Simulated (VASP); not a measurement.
Input of a VASP 6.6.1 run:

INCAR

```
SYSTEM = C
PREC     = Accurate       ! precision mode
ENCUT    = 520            ! plane-wave cutoff, eV
EDIFF    = 1E-6           ! SCF threshold, eV
ISMEAR   = 1              ! smearing method
SIGMA    = 0.05           ! smearing width, eV
LREAL    = .FALSE.        ! projectors in reciprocal space
LASPH    = .TRUE.         ! aspherical terms in the spheres
NELM     = 80             ! most SCF steps
ALGO     = Normal         ! electronic algorithm
ISIF     = 2              ! what is computed and relaxed
LWAVE    = .FALSE.        ! write WAVECAR
LCHARG   = .TRUE.         ! write CHGCAR
GGA      = PE             ! functional
LELF     = .TRUE.         ! ELF
LVHAR    = .TRUE.       
NBANDS   = 16             ! bands
```

File KPOINTS:

```
Automatic mesh
0
G
  6 6 2
  0 0 0
```

File POSCAR:

```
C
1.0
    2.4700000000      0.0000000000      0.0000000000
   -1.2350000000      2.1390830000      0.0000000000
    0.0000000000      0.0000000000      6.7900000000
C
4
Direct
    0.0000000000      0.0000000000      0.0000000000
    0.0000000000      0.0000000000      0.5000000000
    0.3333333333      0.6666666667      0.0050000000
    0.6666666667      0.3333333333      0.5050000000
```

Potentials or basis: VASP PAW PBE potentials, release 64 (C).

Launch:

```sh
$ cat potpaw_PBE.64/C/POTCAR > POTCAR
$ mpirun -np 1 vasp_std > vasp.out
```

(1) Predict the pressure.

(2) Estimate the band gap on the k mesh.

(3) Predict the largest force.

Results:

(1) 0.3 GPa.

(2) zero (band 8 reaches 4.53 eV, above the bottom of band 9 at 4.52 eV).

(3) 0.563 eV/Å.

Caveat: the k points lie up to 0.49 Å⁻¹ apart; this functional lacks dispersion, which binds the layers, so the pressure and a relaxed spacing across them are unreliable.
